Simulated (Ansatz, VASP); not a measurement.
# One calculation of In2GaP3, two programs

The input INCAR:

```
ALGO = Normal
EDIFF = 1E-6
EDIFFG = -0.04
ENCUT = 600
GGA = PE
IBRION = 2
ISIF = 3
ISMEAR = 0
LASPH = True
LCHARG = False
LREAL = False
LWAVE = False
NELM = 100
NSW = 90
PREC = Accurate
SIGMA = 0.1
```

The input KPOINTS:

```
k-points
0
Gamma
  6 6 6
```

File POSCAR:

```
In2GaP3
1.0
   -1.9695861200      1.9695861200      8.3562462300
    1.9695861200     -1.9695861200      8.3562462300
    1.9695861200      1.9695861200     -8.3562462300
In Ga P
2 1 3
Direct
    0.6666666700      0.6666666700      0.0000000000
    0.3333333300      0.3333333300      0.0000000000
    0.0000000000      0.0000000000      0.0000000000
    0.1666666700      0.1666666700      0.0000000000
    0.8333333300      0.8333333300      0.0000000000
    0.5000000000      0.5000000000      0.0000000000
```

Input for Ansatz:

```yaml
crystal:
  lattice:
    - [-1.96958612, 1.96958612, 8.35624623]
    - [1.96958612, -1.96958612, 8.35624623]
    - [1.96958612, 1.96958612, -8.35624623]
  atoms:
    - { symbol: In, position: [0.66666667, 0.66666667, 0.0] }
    - { symbol: In, position: [0.33333333, 0.33333333, 0.0] }
    - { symbol: Ga, position: [0.0, 0.0, 0.0] }
    - { symbol: P, position: [0.16666667, 0.16666667, 0.0] }
    - { symbol: P, position: [0.83333333, 0.83333333, 0.0] }
    - { symbol: P, position: [0.5, 0.5, 0.0] }
basis:
  ecutwfc: 420
kpoints:
  mp_grid: { grid: [6, 6, 6] }
hamiltonian:
  xc: pbe
scf:
  occupations: { method: gaussian, width: 0.1 }
  lower_state_search: "off"
output:
  forces: true
  stress: true
  eigenvalues: true
relax:
  adjacent_minimum: "off"
  f_tol: 0.04
  max_steps: 70
  cell: { stress_tol: 0.4 }
```

Alike in both runs: task relaxation of cell and atoms; functional PBE; k mesh 6 × 6 × 6; occupations gaussian, width 0.1 eV; no spin polarisation.

|  | VASP | Ansatz |
| --- | --- | --- |
| version | VASP 6.6.1 | Ansatz 0.2.0 |
| potentials or method | VASP PAW PBE potentials, release 64 (In_d, Ga_d, P), cutoff 600 eV | scalar-relativistic, plane waves, PAW |
| valence electrons in the cell | 54 | 54 |

|  | VASP | Ansatz | Ansatz less VASP |
| --- | --- | --- | --- |
| gap on the k mesh at the Fermi level, each at its own relaxed structure (eV) | none | none | - |
| relaxed volume (Å³/atom) | 20.05 | 20.02 | -0.030 |
| relaxed cell length with the largest relative difference (Å) | 8.564 | 8.567 | +0.0035 |

A gap of «none» marks a metal or a gap that the smearing closes.

The k mesh is coarse, so the values compare programs but aren't converged.
